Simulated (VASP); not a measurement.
# Si26C27N (a cell with a defect) in VASP: electric field gradients with PBE

Aim: the electric field gradients of Si26C27N (a cell with a defect) with PBE.

Program: VASP 6.6.1. These are calculated values, not measurements. Logs are shortened: lines on timing, memory, paths and dates and some standing lists are left out, and cuts for length are marked.

## Step 1: The cell of the first run

The cell holds a defect, 54 atoms: a = 9.245 Å, b = 9.245 Å, c = 9.245 Å, α = 60.00°, β = 60.00°, γ = 60.00°.

## Step 2: Electric field gradients, PBE

Input file INCAR:

```
PREC = Accurate ; ENCUT = 520
EDIFF = 1E-8 ; ISMEAR = -1
SIGMA = 0.01 ; LREAL = Auto
LASPH = True ; NELM = 60
ALGO = Normal ; ISIF = 2
LWAVE = False ; LCHARG = False
GGA = PE ; LEFG = True
NELECT = 216.0 ; NBANDS = 142
```

Input file KPOINTS:

```
Automatic mesh
0
Gamma
  3 3 3
```

Input file POSCAR:

```
Si26C27N
1.0
    0.0000000000      6.5370000000      6.5370000000
    6.5370000000      0.0000000000      6.5370000000
    6.5370000000      6.5370000000      0.0000000000
N Si C
1 26 27
Direct
    0.0000000000      0.0000000000      0.0000000000
    0.0000000000      0.0000000000      0.3333333333
    0.0000000000      0.0000000000      0.6666666667
    0.0000000000      0.3333333333      0.0000000000
    0.0000000000      0.3333333333      0.3333333333
    0.0000000000      0.3333333333      0.6666666667
    0.0000000000      0.6666666667      0.0000000000
    0.0000000000      0.6666666667      0.3333333333
    0.0000000000      0.6666666667      0.6666666667
    0.3333333333      0.0000000000      0.0000000000
    0.3333333333      0.0000000000      0.3333333333
    0.3333333333      0.0000000000      0.6666666667
    0.3333333333      0.3333333333      0.0000000000
    0.3333333333      0.3333333333      0.3333333333
    0.3333333333      0.3333333333      0.6666666667
    0.3333333333      0.6666666667      0.0000000000
    0.3333333333      0.6666666667      0.3333333333
    0.3333333333      0.6666666667      0.6666666667
    0.6666666667      0.0000000000      0.0000000000
    0.6666666667      0.0000000000      0.3333333333
    0.6666666667      0.0000000000      0.6666666667
    0.6666666667      0.3333333333      0.0000000000
    0.6666666667      0.3333333333      0.3333333333
    0.6666666667      0.3333333333      0.6666666667
    0.6666666667      0.6666666667      0.0000000000
    0.6666666667      0.6666666667      0.3333333333
    0.6666666667      0.6666666667      0.6666666667
    0.0833333333      0.0833333333      0.0833333333
    0.0833333333      0.0833333333      0.4166666667
    0.0833333333      0.0833333333      0.7500000000
    0.0833333333      0.4166666667      0.0833333333
    0.0833333333      0.4166666667      0.4166666667
    0.0833333333      0.4166666667      0.7500000000
    0.0833333333      0.7500000000      0.0833333333
    0.0833333333      0.7500000000      0.4166666667
    0.0833333333      0.7500000000      0.7500000000
    0.4166666667      0.0833333333      0.0833333333
    0.4166666667      0.0833333333      0.4166666667
    0.4166666667      0.0833333333      0.7500000000
    0.4166666667      0.4166666667      0.0833333333
    0.4166666667      0.4166666667      0.4166666667
    0.4166666667      0.4166666667      0.7500000000
    0.4166666667      0.7500000000      0.0833333333
    0.4166666667      0.7500000000      0.4166666667
    0.4166666667      0.7500000000      0.7500000000
    0.7500000000      0.0833333333      0.0833333333
    0.7500000000      0.0833333333      0.4166666667
    0.7500000000      0.0833333333      0.7500000000
    0.7500000000      0.4166666667      0.0833333333
    0.7500000000      0.4166666667      0.4166666667
    0.7500000000      0.4166666667      0.7500000000
    0.7500000000      0.7500000000      0.0833333333
    0.7500000000      0.7500000000      0.4166666667
    0.7500000000      0.7500000000      0.7500000000
```

Potentials or basis: VASP PAW PBE potentials, release 64 (N, Si, C).

Command:

```
$ cat potpaw_PBE.64/N/POTCAR potpaw_PBE.64/Si/POTCAR potpaw_PBE.64/C/POTCAR > POTCAR
$ mpirun -np 1 vasp_std > vasp.out
```

OUTCAR:

```text
PREC = Accurate
   ENCUT = 520
   EDIFF = 1E-8
   ISMEAR = -1
   LREAL = Auto
   LASPH = True
   NELM = 60
   ISIF = 2
   GGA = PE
   NELECT = 216.0

 ion  position               nearest neighbor table
   1  0.000  0.000  0.000-  28 1.89  30 1.89  34 1.89  46 1.89
   2  0.000  0.000  0.333-  28 1.89  29 1.89  35 1.89  47 1.89  11 3.08  17 3.08  20 3.08  23 3.08
                             4 3.08   5 3.08   8 3.08  10 3.08  21 3.08   9 3.08   3 3.08
   3  0.000  0.000  0.667-  30 1.89  29 1.89  36 1.89  48 1.89  18 3.08  19 3.08  21 3.08  24 3.08
                             6 3.08   7 3.08   9 3.08  12 3.08  11 3.08   5 3.08   2 3.08
   4  0.000  0.333  0.000-  28 1.89  31 1.89  33 1.89  49 1.89  13 3.08  15 3.08  22 3.08  23 3.08
                             2 3.08   5 3.08   6 3.08  10 3.08   9 3.08  25 3.08   7 3.08
   5  0.000  0.333  0.333-  29 1.89  31 1.89  50 1.89  32 1.89  14 3.08  23 3.08   2 3.08   4 3.08
                            11 3.08  13 3.08   3 3.08   7 3.08  24 3.08  26 3.08   6 3.08   8 3.08
   6  0.000  0.333  0.667-  30 1.89  32 1.89  33 1.89  51 1.89  22 3.08  24 3.08   3 3.08   4 3.08
                            12 3.08  15 3.08  14 3.08  27 3.08   8 3.08   9 3.08   5 3.08
   7  0.000  0.667  0.000-  34 1.89  31 1.89  36 1.89  52 1.89  18 3.08  19 3.08  25 3.08  26 3.08
                             3 3.08   8 3.08   9 3.08  16 3.08  13 3.08   5 3.08   4 3.08
   8  0.000  0.667  0.333-  32 1.89  34 1.89  35 1.89  53 1.89  20 3.08  26 3.08   2 3.08   7 3.08
                            16 3.08  17 3.08  14 3.08  27 3.08   5 3.08   9 3.08   6 3.08
   9  0.000  0.667  0.667-  36 1.89  35 1.89  33 1.89  54 1.89  25 3.08  27 3.08   3 3.08   7 3.08
                            18 3.08  21 3.08   4 3.08   2 3.08  15 3.08  17 3.08   6 3.08   8 3.08
[... 61 lines left out ...]
  53  0.750  0.750  0.417-   8 1.89  20 1.89  26 1.89  27 1.89
  54  0.750  0.750  0.750-  27 1.89  21 1.89  25 1.89   9 1.89

  LATTYP: Found a face centered cubic cell.
 ALAT       =    13.0740000000

  Lattice vectors:

 A1 = (   0.0000000000,   6.5370000000,   6.5370000000)
 A2 = (   6.5370000000,   0.0000000000,   6.5370000000)
 A3 = (   6.5370000000,   6.5370000000,   0.0000000000)

Analysis of symmetry for initial positions (statically):
=====================================================================
 Subroutine PRICEL returns:
 Original cell was already a primitive cell.

 Routine SETGRP: Setting up the symmetry group for a
 face centered cubic supercell.

 Subroutine GETGRP returns: Found 24 space group operations
 (whereof 24 operations were pure point group operations)
 out of a pool of 48 trial point group operations.

The static configuration has the point symmetry T_d .

Analysis of symmetry for dynamics (positions and initial velocities):
=====================================================================
 Subroutine PRICEL returns:
 Original cell was already a primitive cell.

 Routine SETGRP: Setting up the symmetry group for a
 face centered cubic supercell.

 Subroutine GETGRP returns: Found 24 space group operations
 (whereof 24 operations were pure point group operations)
 out of a pool of 48 trial point group operations.

The dynamic configuration has the point symmetry T_d .

 Subroutine INISYM returns: Found 24 space group operations
 (whereof 24 operations are pure point group operations),
 and found     1 'primitive' translations

----------------------------------------------------------------------------------------

                                     Primitive cell

  volume of cell :     558.6830

  direct lattice vectors                    reciprocal lattice vectors
     0.000000000  6.537000000  6.537000000    -0.076487685  0.076487685  0.076487685
     6.537000000  0.000000000  6.537000000     0.076487685 -0.076487685  0.076487685
     6.537000000  6.537000000  0.000000000     0.076487685  0.076487685 -0.076487685

  length of vectors
     9.244714057  9.244714057  9.244714057     0.132480557  0.132480557  0.132480557

  position of ions in fractional coordinates (direct lattice)
     0.000000000  0.000000000  0.000000000
     0.000000000  0.000000000  0.333333333
     0.000000000  0.000000000  0.666666667
     0.000000000  0.333333333  0.000000000
     0.000000000  0.333333333  0.333333333
     0.000000000  0.333333333  0.666666667
[... 46 lines left out ...]
     0.750000000  0.750000000  0.416666667
     0.750000000  0.750000000  0.750000000

[... 127 lines left out ...]
     AMIX_MAG =   1.60;   BMIX_MAG =  1.00
  volume/ion in A,a.u.               =      10.35        69.82
  Fermi-wavevector in a.u.,A,eV,Ry     =   1.192626  2.253736 19.352338  1.422357
  Thomas-Fermi vector in A             =   2.328660
   LORBIT       =      0    0 simple, 1 ext, 2 COOP (PROOUT), +10 PAW based schemes
   GGA     = PE    functional components
   LHFCALC =     F    Hartree Fock is set to
   AEXX    =    0.0000 exact exchange contribution
   IVDW    =     0    specifies the selected vdW correction
   LEPSILON=     F    determine dielectric tensor
   LRPA    =     F    only Hartree local field effects (RPA)
 non-spin polarized calculation
  energy-cutoff  :      520.00
  volume of cell :      558.68
 maximum number of plane-waves:     15070
 NGX is ok and might be reduce to    70
   NGX = 35   NGY = 35   NGZ = 35

 number of electron     216.0000002 magnetization

 Free energy of the ion-electron system (eV)
  ---------------------------------------------------
  ext. energy  EPLUGINS =         0.00000000
  ---------------------------------------------------
  free energy    TOTEN  =      -411.92630942 eV

  energy without entropy =     -411.92630715  energy(sigma->0) =     -411.92630828

 E-fermi :   8.0250     XC(G=0): -11.3013

 val. band max:        7.9258154480   @ k =   0.0000   0.0000   0.0000
 cond. band min:       8.1131708951   @ k =   0.0000   0.0000   0.0000
 fundamental gap:      0.1873554470
 Fermi energy:         8.0249865560

 k-point     1 :       0.0000    0.0000    0.0000
  band No.  band energies     occupation
      1      -8.2810      2.00000
      2      -7.0689      2.00000
      3      -5.4808      2.00000
      4      -5.4808      2.00000
      5      -5.4808      2.00000
      6      -5.3945      2.00000
[... 481 lines left out ...]
    119      12.3291      0.00000
    120      12.3981      0.00000
 [bands above 120 left out]

------------------------ aborting loop because EDIFF is reached ----------------------------------------

  FORCE on cell =-STRESS in cart. coord.  units (eV):
  Direction    XX          YY          ZZ          XY          YZ          ZX
  --------------------------------------------------------------------------------------
  -------------------------------------------------------------------------------------
  Total       -7.9093417     -7.9093417     -7.9093417     -0.0000000     -0.0000000     -0.0000000
  in kB      -22.6822153    -22.6822153    -22.6822153     -0.0000000     -0.0000000     -0.0000000
  external PRESSURE =     -22.6822153 kB  Pullay stress =       0.0000000 kB

 VOLUME and BASIS-vectors are now :
 -----------------------------------------------------------------------------
  energy-cutoff  :      520.00
  volume of cell :      558.68
      direct lattice vectors                 reciprocal lattice vectors
     0.000000000  6.537000000  6.537000000    -0.076487685  0.076487685  0.076487685
     6.537000000  0.000000000  6.537000000     0.076487685 -0.076487685  0.076487685
     6.537000000  6.537000000  0.000000000     0.076487685  0.076487685 -0.076487685

 POSITION                                       TOTAL-FORCE (eV/Angst)
 -----------------------------------------------------------------------------------
      0.00000      0.00000      0.00000         0.000000      0.000000      0.000000
      2.17900      2.17900      0.00000         0.089286      0.089286     -0.971395
      4.35800      4.35800      0.00000        -0.089286     -0.089286     -0.971395
      2.17900      0.00000      2.17900         0.089286     -0.971395      0.089286
      4.35800      2.17900      2.17900         0.169541     -0.169541     -0.169541
      6.53700      4.35800      2.17900         0.971395     -0.089286      0.089286
[... 46 lines left out ...]
      7.62650      7.62650      9.80550        -0.082781     -0.082781      0.099639
      9.80550      9.80550      9.80550         0.000000      0.000000      0.000000
 -----------------------------------------------------------------------------------
    total drift:                                0.000001      0.000001      0.000001

  FREE ENERGIE OF THE ION-ELECTRON SYSTEM (eV)
  ---------------------------------------------------
  free  energy   TOTEN  =      -411.9263094198 eV

  energy  without entropy=     -411.9263071472  energy(sigma->0) =     -411.92630828

 Electric field gradients (V/A^2)
---------------------------------------------------------------------
 ion       V_xx      V_yy      V_zz      V_xy      V_xz      V_yz
---------------------------------------------------------------------
   1       0.000     0.000    -0.000     0.001     0.001     0.001
   2      -0.126    -0.126     0.252     3.556    -1.080    -1.080
   3      -0.126    -0.126     0.252     3.556     1.080     1.080
   4      -0.126     0.252    -0.126    -1.080     3.556    -1.080
   5       0.000    -0.000    -0.000     1.341     1.341    -1.341
   6       0.253    -0.126    -0.126    -1.080     1.080    -3.556
[... 46 lines left out ...]
  53      -0.216    -0.216     0.432    -0.827    -0.375    -0.375
  54      -0.000    -0.000    -0.000     0.001     0.001     0.001
---------------------------------------------------------------------

 Electric field gradients after diagonalization (V/A^2)
 (convention: |V_zz| > |V_xx| > |V_yy|)
----------------------------------------------------------------------
 ion       V_xx      V_yy      V_zz     asymmetry (V_yy - V_xx)/ V_zz
----------------------------------------------------------------------
   1      -0.001    -0.001     0.002       0.000
   2      -3.683    -0.363     4.045       0.821
   3      -3.683    -0.363     4.046       0.821
   4      -3.683    -0.363     4.045       0.821
   5       1.341     1.341    -2.681       0.000
   6      -3.683    -0.363     4.046       0.821
[... 46 lines left out ...]
  53       0.611     0.603    -1.214       0.007
  54      -0.001    -0.001     0.001       0.000
----------------------------------------------------------------------

           NMR quadrupolar parameters

 Cq : quadrupolar parameter    Cq=e*Q*V_zz/h
 eta: asymmetry parameters     (V_yy - V_xx)/ V_zz
 Q  : nuclear electric quadrupole moment in mb (millibarn)
----------------------------------------------------------------------
 ion       Cq(MHz)       eta       Q (mb)
----------------------------------------------------------------------
   1       0.000       0.000       1.000
   2       0.010       0.821       1.000
   3       0.010       0.821       1.000
   4       0.010       0.821       1.000
   5      -0.006       0.000       1.000
   6       0.010       0.821       1.000
[... 46 lines left out ...]
  53      -0.003       0.007       1.000
  54       0.000       0.000       1.000
----------------------------------------------------------------------
```

Run time: 30 min. Hardware: 1 thread of Intel Xeon 8259CL, shared host; peak memory 0.79 GiB.

What came out:

```
Free energy                             : -411.9263 eV
Largest force                           : 1.684 eV/Å
Largest electric field gradient by atom : N +0.0; Si +4.0, -2.7, -1.4, -0.5 (each value once); C +69.7, +6.0, -1.2, +0.5, -0.0 (each value once) V/Å²
```

Forces on the atoms (eV/Å):
```
N    0.000  0.000  0.000
Si   0.089  0.089 -0.971
Si  -0.089 -0.089 -0.971
Si   0.089 -0.971  0.089
Si   0.170 -0.170 -0.170
Si   0.971 -0.089  0.089
Si  -0.089 -0.971 -0.089
Si   0.971  0.089 -0.089
Si   0.090 -0.090 -0.090
Si  -0.971  0.089  0.089
Si  -0.170  0.170 -0.170
Si  -0.089  0.971  0.089
Si  -0.170 -0.170  0.170
Si   0.170  0.170  0.170
Si   0.000  0.000  0.089
Si  -0.089  0.089  0.971
Si   0.000  0.089  0.000
Si  -0.089  0.000  0.000
Si  -0.971 -0.089 -0.089
Si   0.089  0.971 -0.089
Si  -0.090  0.090 -0.090
Si   0.089 -0.089  0.971
Si   0.089  0.000  0.000
Si   0.000 -0.089  0.000
Si  -0.090 -0.090  0.090
Si   0.000  0.000 -0.089
Si   0.090  0.090  0.090
C   -0.972 -0.972 -0.972
C    0.000  0.000  0.433
C    0.972  0.972 -0.972
C    0.000  0.433  0.000
C   -0.433  0.000  0.000
C   -0.083  0.083 -0.100
C    0.972 -0.972  0.972
C   -0.083 -0.100  0.083
C    0.100  0.083  0.083
C    0.433  0.000  0.000
C    0.000 -0.433  0.000
C    0.083 -0.083 -0.100
C    0.000  0.000 -0.433
C   -0.059 -0.059 -0.059
C    0.059  0.059 -0.059
C    0.083 -0.100 -0.083
C    0.059 -0.059  0.059
C    0.100 -0.083 -0.083
C   -0.972  0.972  0.972
C   -0.100 -0.083  0.083
C    0.083  0.100  0.083
C   -0.100  0.083 -0.083
C   -0.059  0.059  0.059
C   -0.083  0.100 -0.083
C    0.083  0.083  0.100
C   -0.083 -0.083  0.100
C    0.000  0.000  0.000
```

Electric field gradients, principal values (V/Å²):
| atom | least | middle | greatest (by size) |
| --- | --- | --- | --- |
| 1 N | -0.001 | -0.001 | 0.002 |
| 2 Si | -0.363 | -3.683 | 4.045 |
| 3 Si | -0.363 | -3.683 | 4.046 |
| 4 Si | -0.363 | -3.683 | 4.045 |
| 5 Si | 1.341 | 1.341 | -2.681 |
| 6 Si | -0.363 | -3.683 | 4.046 |
| 7 Si | -0.363 | -3.683 | 4.046 |
| 8 Si | -0.363 | -3.683 | 4.046 |
| 9 Si | 0.700 | 0.700 | -1.401 |
| 10 Si | -0.363 | -3.683 | 4.045 |
| 11 Si | 1.341 | 1.341 | -2.681 |
| 12 Si | -0.363 | -3.683 | 4.046 |
| 13 Si | 1.341 | 1.341 | -2.681 |
| 14 Si | 1.341 | 1.341 | -2.681 |
| 15 Si | 0.104 | 0.410 | -0.514 |
| 16 Si | -0.363 | -3.683 | 4.046 |
| 17 Si | 0.104 | 0.410 | -0.514 |
| 18 Si | 0.104 | 0.410 | -0.514 |
| 19 Si | -0.363 | -3.683 | 4.046 |
| 20 Si | -0.363 | -3.683 | 4.046 |
| 21 Si | 0.700 | 0.700 | -1.401 |
| 22 Si | -0.363 | -3.683 | 4.046 |
| 23 Si | 0.104 | 0.410 | -0.514 |
| 24 Si | 0.104 | 0.410 | -0.514 |
| 25 Si | 0.700 | 0.700 | -1.401 |
| 26 Si | 0.104 | 0.410 | -0.514 |
| 27 Si | 0.700 | 0.700 | -1.401 |
| 28 C | -34.832 | -34.832 | 69.665 |
| 29 C | -2.424 | -3.626 | 6.050 |
| 30 C | -34.832 | -34.832 | 69.664 |
| 31 C | -2.424 | -3.626 | 6.050 |
| 32 C | -2.424 | -3.626 | 6.049 |
| 33 C | 0.603 | 0.612 | -1.214 |
| 34 C | -34.832 | -34.832 | 69.664 |
| 35 C | 0.603 | 0.612 | -1.214 |
| 36 C | 0.603 | 0.611 | -1.214 |
| 37 C | -2.424 | -3.626 | 6.050 |
| 38 C | -2.424 | -3.626 | 6.049 |
| 39 C | 0.603 | 0.612 | -1.214 |
| 40 C | -2.424 | -3.626 | 6.049 |
| 41 C | -0.243 | -0.243 | 0.486 |
| 42 C | -0.242 | -0.242 | 0.485 |
| 43 C | 0.603 | 0.612 | -1.214 |
| 44 C | -0.242 | -0.242 | 0.485 |
| 45 C | 0.603 | 0.611 | -1.214 |
| 46 C | -34.832 | -34.832 | 69.664 |
| 47 C | 0.603 | 0.612 | -1.214 |
| 48 C | 0.603 | 0.611 | -1.214 |
| 49 C | 0.603 | 0.612 | -1.214 |
| 50 C | -0.242 | -0.242 | 0.485 |
| 51 C | 0.603 | 0.611 | -1.214 |
| 52 C | 0.603 | 0.611 | -1.214 |
| 53 C | 0.603 | 0.611 | -1.214 |
| 54 C | -0.001 | -0.001 | 0.001 |

Caveat: the cell carries a net charge on a neutralising background, which shifts energy and pressure; the cell is charged against a uniform background, so pressure and absolute levels hang on convention; without QUAD_EFG the Cq values of the log hold for a quadrupole moment of 1 mb, not for the nuclei.
